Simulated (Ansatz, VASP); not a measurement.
One calculation of Sb, two programs

INCAR

```
ALGO = Normal
EDIFF = 1E-7
ENCUT = 520
GGA = CA
ISIF = 2
ISMEAR = -1
LASPH = True
LCHARG = False
LREAL = False
LWAVE = False
NBANDS = 12
NELM = 100
PREC = Accurate
SIGMA = 0.03
```

The input KPOINTS:

```
k-points
0
Gamma
  12 12 7
```

Contents of POSCAR:

```
Sb
1.0
    3.3913120892      0.0000000000      0.0000000000
   -1.6956560446      2.9369624214      0.0000000000
    0.0000000000      0.0000000000      5.3652990420
Sb
2
Direct
    0.3333333333      0.6666666667      0.2500000000
    0.6666666667      0.3333333333      0.7500000000
```

Input for Ansatz:

```yaml
crystal:
  lattice:
    - [3.3913120892, 0.0, 0.0]
    - [-1.6956560446, 2.9369624214, 0.0]
    - [0.0, 0.0, 5.365299042]
  atoms:
    - { symbol: Sb, position: [0.3333333333, 0.6666666667, 0.25] }
    - { symbol: Sb, position: [0.6666666667, 0.3333333333, 0.75] }
kpoints:
  mp_grid: { grid: [12, 12, 7] }
  band_path:
    path:
      - [0.0, 0.0, 0.0]
      - [0.5, 0.0, 0.0]
      - [0.3333333333, 0.3333333333, 0.0]
      - [0.0, 0.0, 0.0]
      - [0.0, 0.0, 0.5]
      - [0.5, 0.0, 0.5]
      - [0.3333333333, 0.3333333333, 0.5]
      - [0.0, 0.0, 0.5]
      - [0.5, 0.0, 0.5]
    npoints: 5
scf:
  occupations: { method: fermi_dirac, width: 0.03 }
hamiltonian:
  xc: lda
  pseudopotentials: { kind: all_electron, lapw: { basis_error: 0.0005 } }
output:
  forces: true
  stress: true
  eigenvalues: true
```

Change from the starting cell: volume scaled by 1.02.

Alike in both runs: task single point; functional LDA; k mesh 12 × 12 × 7; occupations fermi-dirac, width 0.03 eV; no spin polarisation.

|  | VASP | Ansatz |
| --- | --- | --- |
| version | VASP 6.6.1 | Ansatz 0.2.0 |
| potentials or method | VASP PAW LDA potentials, release 64 (Sb), cutoff 520 eV | all-electron LAPW, scalar-relativistic |

Ansatz gave:

```
pressure (GPa)                                                : -2.6
traceless stress, the component that is largest in VASP (GPa) : -0.98
```

Question: What did VASP give for the same quantities?

Answer: Pressure (GPa): -2.5; traceless stress, the component that is largest in VASP (GPa): -0.99.

LDA's correlation is that of Perdew and Zunger in VASP and of Perdew and Wang (1992) in Ansatz. Ansatz ran all-electron here, and VASP with PAW potentials.

Spin-orbit coupling is off throughout.
